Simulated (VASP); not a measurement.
# Au (P6_3/mmc) in VASP: further runs, part 3 of 3

VASP 6.6.1.

### 5 Single point, RPBE

This run uses another cell than the first one, of 12.60 Å³/atom, 1.167 times its volume.

The input, INCAR:

```
SYSTEM = Au
PREC = Accurate
ENCUT = 520
EDIFF = 1E-7
ISMEAR = -1
SIGMA = 0.1
LREAL = .FALSE.
LASPH = .TRUE.
NELM = 100
ALGO = Normal
ISIF = 2
LWAVE = .FALSE.
LCHARG = .TRUE.
GGA = RP
LELF = .TRUE.
LVHAR = .TRUE.
NBANDS = 30
```

The input, KPOINTS:

```
Automatic mesh
0
G
  12 12 4
  0 0 0
```

The input, POSCAR:

```
Au
1.0
    2.6060586927      0.0000000000      0.0000000000
   -1.3030293463      2.2569130316      0.0000000000
    0.0000000000      0.0000000000      8.5684797818
Au
4
Direct
    0.0000000000      0.0000000000      0.0000000000
    0.0000000000      0.0000000000      0.5000000000
    0.3333333333      0.6666666667      0.2500000000
    0.6666666667      0.3333333333      0.7500000000
```

Run with:

```bash
$ cat potpaw_PBE.64/Au/POTCAR > POTCAR
$ mpirun -np 1 vasp_std > vasp.out
```

It took 72 s on 1 thread of Intel Xeon Platinum 8259CL at 2.50GHz (Skylake/Cascade Lake), shared host; peak memory 0.2 GiB.

It converged, with:

```
Free energy            : -3.6672 eV
Pressure               : 142.3 GPa
Band gap on the k mesh : zero (band 22 reaches 19.25 eV, above the bottom of band 23 at 12.74 eV)
```

Levels at points of the mesh, in eV from the Fermi level:
| k point | band 19 | band 20 | band 21 | band 22 | band 23 | band 24 | band 25 | band 26 |
| --- | --- | --- | --- | --- | --- | --- | --- | --- |
| (0.00, 0.00, 0.00) | -4.18 | -3.58 | -3.58 | -2.76 | -2.58 | -2.58 | 4.75 | 11.80 |
| (0.50, 0.00, 0.00) | -2.04 | -2.01 | -1.98 | -1.01 | 1.42 | 1.79 | 5.43 | 5.54 |
| (0.00, 0.00, 0.50) | -4.56 | -4.56 | -3.03 | -3.03 | -3.03 | -3.03 | 8.01 | 8.01 |
| (0.50, 0.00, 0.50) | -2.04 | -2.04 | 0.02 | 0.02 | 1.28 | 1.28 | 5.59 | 5.59 |

Caveat: the PAW data sets were made with another functional, which shifts forces and pressure a little; spin-orbit coupling is left out, which moves the levels of the heavy elements.

### 6 Single point, PBE

This run uses another cell than the first one, of 18.00 Å³/atom, 1.667 times its volume.

The input, INCAR:

```
SYSTEM = Au
PREC = Accurate
ENCUT = 520
EDIFF = 1E-6
ISMEAR = -1
SIGMA = 0.1
LREAL = .False.
LASPH = .True.
NELM = 100
ALGO = Normal
ISIF = 2
LWAVE = .False.
LCHARG = .False.
GGA = PE
NBANDS = 30
```

The input, KPOINTS:

```
regular mesh
0
Gamma
  12 12 4
  0 0 0
```

The input, POSCAR:

```
Au
1.0
    2.9424042939      0.0000000000      0.0000000000
   -1.4712021469      2.5481968667      0.0000000000
    0.0000000000      0.0000000000      9.6021708703
Au
4
Direct
    0.0000000000      0.0000000000      0.0000000000
    0.0000000000      0.0000000000      0.5000000000
    0.3333333333      0.6666666667      0.2500000000
    0.6666666667      0.3333333333      0.7500000000
```

Potentials or basis: VASP PAW PBE potentials, release 64 (Au).

Run with:

```bash
$ cat potpaw_PBE.64/Au/POTCAR > POTCAR
$ mpirun -np 1 vasp_std > vasp.out
```

OUTCAR:

```text
SYSTEM = Au
   PREC = Accurate
   ENCUT = 520
   EDIFF = 1E-6
   ISMEAR = -1
   LREAL = .False.
   LASPH = .True.
   NELM = 100
   ISIF = 2
   GGA = PE

 ion  position               nearest neighbor table
   1  0.000  0.000  0.000-   3 2.94   4 2.94   3 2.94   4 2.94   4 2.94   3 2.94
   2  0.000  0.000  0.500-   3 2.94   4 2.94   3 2.94   4 2.94   4 2.94   3 2.94
   3  0.333  0.667  0.250-   1 2.94   2 2.94   1 2.94   2 2.94   1 2.94   2 2.94
   4  0.667  0.333  0.750-   1 2.94   2 2.94   1 2.94   2 2.94   1 2.94   2 2.94

  LATTYP: Found a hexagonal cell.
 ALAT       =     2.9424042939
 C/A-ratio  =     3.2633757673

  Lattice vectors:

 A1 = (   2.9424042939,   0.0000000000,   0.0000000000)
 A2 = (  -1.4712021469,   2.5481968667,   0.0000000000)
 A3 = (   0.0000000000,   0.0000000000,   9.6021708703)

Analysis of symmetry for initial positions (statically):
=====================================================================
 Subroutine PRICEL returns:
 Original cell was already a primitive cell.

 Routine SETGRP: Setting up the symmetry group for a
 hexagonal supercell.

 Subroutine GETGRP returns: Found 24 space group operations
 (whereof 12 operations were pure point group operations)
[... 171 lines left out ...]

 val. band max:        8.5256646092   @ k =   0.4167   0.0833   0.5000
 cond. band min:       8.6864791759   @ k =   0.2500   0.0000   0.5000
 fundamental gap:      0.1608145667
 Fermi energy:         8.5489844887

 k-point     1 :       0.0000    0.0000    0.0000
  band No.  band energies     occupation
      1      -0.7020      2.00000
      2       1.0215      2.00000
      3       1.0304      2.00000
      4       1.7615      2.00000
      5       4.0812      2.00000
      6       4.0931      2.00000
[... 781 lines left out ...]
     29      19.1355      0.00000
     30      19.9361      0.00000

 [... further k-points ...]

------------------------ aborting loop because EDIFF is reached ----------------------------------------

  FORCE on cell =-STRESS in cart. coord.  units (eV):
  Direction    XX          YY          ZZ          XY          YZ          ZX
  --------------------------------------------------------------------------------------
  -------------------------------------------------------------------------------------
  Total       -0.1100549     -0.1100549     -0.0993102     -0.0000000      0.0000000      0.0000000
  in kB       -2.4491482     -2.4491482     -2.2100384     -0.0000000      0.0000000      0.0000000
  external PRESSURE =      -2.3694449 kB  Pullay stress =       0.0000000 kB

 VOLUME and BASIS-vectors are now :
 -----------------------------------------------------------------------------
  energy-cutoff  :      520.00
  volume of cell :       72.00
      direct lattice vectors                 reciprocal lattice vectors
     2.942404294  0.000000000  0.000000000     0.339858123  0.196217179  0.000000000
    -1.471202147  2.548196867  0.000000000     0.000000000  0.392434357  0.000000000
     0.000000000  0.000000000  9.602170870     0.000000000  0.000000000  0.104143117

 POSITION                                       TOTAL-FORCE (eV/Angst)
 -----------------------------------------------------------------------------------
      0.00000      0.00000      0.00000         0.000000      0.000000      0.000000
      0.00000      0.00000      4.80109         0.000000      0.000000      0.000000
     -0.00000      1.69880      2.40054        -0.000000     -0.000000     -0.000000
      1.47120      0.84940      7.20163        -0.000000      0.000000      0.000000
 -----------------------------------------------------------------------------------
    total drift:                               -0.000000      0.000000      0.000000

  FREE ENERGIE OF THE ION-ELECTRON SYSTEM (eV)
  ---------------------------------------------------
  free  energy   TOTEN  =       -12.8772789808 eV

  energy  without entropy=      -12.8358919462  energy(sigma->0) =      -12.85658546
```

OSZICAR:

```text
N       E                     dE             d eps       ncg     rms          rms(c)
DAV:   1     0.283013072971E+03    0.28301E+03   -0.22705E+04  3436   0.141E+03
DAV:   2    -0.711315717752E+01   -0.29013E+03   -0.27525E+03  3654   0.315E+02
DAV:   3    -0.138794485045E+02   -0.67663E+01   -0.66895E+01  3940   0.480E+01
DAV:   4    -0.139242355367E+02   -0.44787E-01   -0.44770E-01  3732   0.409E+00
DAV:   5    -0.139246537489E+02   -0.41821E-03   -0.41821E-03  3954   0.434E-01    0.159E+01
DAV:   6    -0.129437309961E+02    0.98092E+00   -0.23058E+00  3600   0.107E+01    0.104E+01
DAV:   7    -0.128862412348E+02    0.57490E-01   -0.27344E-01  3792   0.358E+00    0.392E+00
DAV:   8    -0.128772887379E+02    0.89525E-02   -0.30634E-02  3594   0.117E+00    0.484E-01
DAV:   9    -0.128772467176E+02    0.42020E-04   -0.12071E-04  3924   0.829E-02    0.647E-02
DAV:  10    -0.128772738031E+02   -0.27086E-04   -0.11277E-05  3812   0.286E-02    0.392E-02
DAV:  11    -0.128772791237E+02   -0.53206E-05   -0.20452E-06  3142   0.119E-02    0.121E-03
DAV:  12    -0.128772789808E+02    0.14288E-06   -0.11564E-07  1962   0.244E-03
   1 F= -.12877279E+02 E0= -.12856585E+02  d E =-.413870E-01
```

Wall time 1.7 min (1 thread of Intel Xeon Platinum 8259CL at 2.50GHz (Skylake/Cascade Lake), shared host); peak memory 0.24 GiB.

Results:

- Free energy: -12.8773 eV
- Pressure: -0.2 GPa
- Band gap on the k mesh: zero (band 22 reaches 11.19 eV, above the bottom of band 23 at 6.33 eV)

Caveat: spin-orbit coupling is left out, which moves the levels of the heavy elements.

### 7 The runs side by side

| level | cell | gap on the mesh (eV) | pressure (GPa) |
| --- | --- | --- | --- |
| PBE | a = 2.475, b = 2.475, c = 8.145 Å, angles 90.0, 90.0, 120.0°, 4 atoms | none | 300.1 |
| PBE | a = 2.606, b = 2.606, c = 8.568 Å, angles 90.0, 90.0, 120.0°, 4 atoms | none | 136.9 |
| RPBE | a = 2.606, b = 2.606, c = 8.568 Å, angles 90.0, 90.0, 120.0°, 4 atoms | none | 142.3 |
| PBE | a = 2.942, b = 2.942, c = 9.602 Å, angles 90.0, 90.0, 120.0°, 4 atoms | none | -0.2 |

Alike in all rows: task single point; potentials or basis VASP PAW PBE potentials, release 64 (Au); no spin polarisation; k mesh 12 × 12 × 4; cutoff (eV) 520; smearing fermi-dirac 0.1 eV.

Caveats: spin-orbit coupling is left out, which moves the levels of the heavy elements; the PAW data sets were made with another functional, which shifts forces and pressure a little (some runs).

Absolute energies hang on the potentials; compare differences alone.
